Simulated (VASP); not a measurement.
## InSb: single point with PBE

Crystal: InSb.

```xyz
2
Lattice="0.0000 3.2817 3.2817 3.2817 0.0000 3.2817 3.2817 3.2817 0.0000" Properties=species:S:1:pos:R:3 pbc="T T T"
In    0.0000    0.0000    0.0000
Sb    4.9226    4.9226    4.9226
```

* Program: VASP 6.6.1
* Task: single point
* Functional: PBE
* Potentials or basis: VASP PAW PBE potentials, release 64 (In_d, Sb)
* Cutoff: 520 eV
* k mesh: 10 × 10 × 10
* Occupations: fermi-dirac, width 0.03 eV
* Spin: no spin polarisation

```json
{"Pressure": "1.3 GPa", "Band gap on the k mesh": "zero (filled and empty bands touch)"}
```

Levels at points of the mesh, in eV from the Fermi level:
| k point | band 7 | band 8 | band 9 | band 10 | band 11 | band 12 |
| --- | --- | --- | --- | --- | --- | --- |
| (0.00, 0.00, 0.00) | -0.44 | -0.03 | -0.03 | -0.03 | 2.94 | 2.94 |
| (0.50, 0.00, 0.00) | -5.47 | -0.97 | -0.97 | 0.45 | 3.78 | 3.78 |
| (0.50, 0.50, 0.00) | -5.78 | -2.16 | -2.16 | 1.32 | 1.39 | 7.90 |

It took 49 s on 1 thread of Intel Xeon 8259CL (shared host), peak memory 0.23 GiB.

Caveat: semilocal functionals underestimate gaps, so a narrow gap can read as zero; spin-orbit coupling is left out, which moves the levels of the heavy elements.
